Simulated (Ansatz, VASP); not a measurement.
**Ce3CoBr3 in VASP and in Ansatz**

```xyz
7
Lattice="5.9065 0.0000 0.0000 0.0000 5.9065 0.0000 0.0000 0.0000 5.9065" Properties=species:S:1:pos:R:3 pbc="T T T"
Ce    2.9533    2.9533    0.0000
Ce    0.0000    2.9533    2.9533
Ce    2.9533    0.0000    2.9533
Co    2.9533    2.9533    2.9533
Br    2.9533    0.0000    0.0000
Br    0.0000    2.9533    0.0000
Br    0.0000    0.0000    2.9533
```

Alike in both runs: task relaxation of cell and atoms; functional PBEsol; k mesh 3 × 3 × 3; no spin polarisation.

```csv
,VASP,Ansatz
version,VASP 6.6.1,Ansatz 0.2.0
potentials or method,"VASP PAW PBE potentials, release 64 (Ce, Co, Br), cutoff 600 eV",PAW plane waves
occupations,"fermi-dirac, width 0.1 eV",fermi-dirac
valence electrons in the cell,66,74
```

|  | VASP | Ansatz | Ansatz less VASP |
| --- | --- | --- | --- |
| gap on the k mesh at the Fermi level, each at its own relaxed structure (eV) | none | none | - |
| relaxed volume (Å³/atom) | 27.42 | 27.55 | +0.129 |
| relaxed length of the cell vector where the two differ most in proportion (Å) | 5.768 | 5.777 | +0.0090 |

VASP's potentials were made for PBE, not for PBEsol. A gap of «none» marks a metal or a gap that the smearing closes. VASP's potentials hold 66 valence electrons a cell and Ansatz's 74, so a difference there can come from the potentials and not from the codes.

Neither program's run includes spin-orbit coupling.
